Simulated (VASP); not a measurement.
## Nb2B: single point with PBE

Nb2B:

```
Nb B
1.0
     0.00000    2.72255    2.72255
     2.72255    0.00000    2.72255
     2.72255    2.72255    0.00000
Nb B
2 1
Direct
  0.25000 0.25000 0.25000
  0.75000 0.75000 0.75000
  0.50000 0.50000 0.50000
```

| Quantity | Value |
| --- | --- |
| Program | VASP 6.6.1 |
| Task | single point |
| Functional | PBE |
| Potentials or basis | VASP PAW PBE potentials, release 64 (Nb_sv, B) |
| Cutoff | 520 eV |
| k mesh | 6 × 6 × 6 |
| Occupations | gaussian, width 0.1 eV |
| Spin | no spin polarisation |
| Dipole correction | no |
| Further INCAR settings | ALGO = Normal; EDIFF = 1e-06; NBANDS = 22 |

| Quantity | Value |
| --- | --- |
| Pressure | 23.2 GPa |

Levels at points of the mesh, in eV from the Fermi level:
```csv
k point,band 12,band 13,band 14,band 15,band 16,band 17
"(0.00, 0.00, 0.00)",-5.05,-3.37,-3.37,2.84,4.55,4.55
"(0.50, 0.00, 0.00)",-3.10,-0.55,-0.55,0.40,1.02,1.02
"(0.50, 0.50, 0.00)",-2.20,-1.65,-1.28,-1.28,1.81,1.81
```

Run time: 13 s on 1 thread of Intel(R) Xeon(R) Platinum 8488C (Sapphire Rapids) (shared host), peak memory 0.16 GiB.
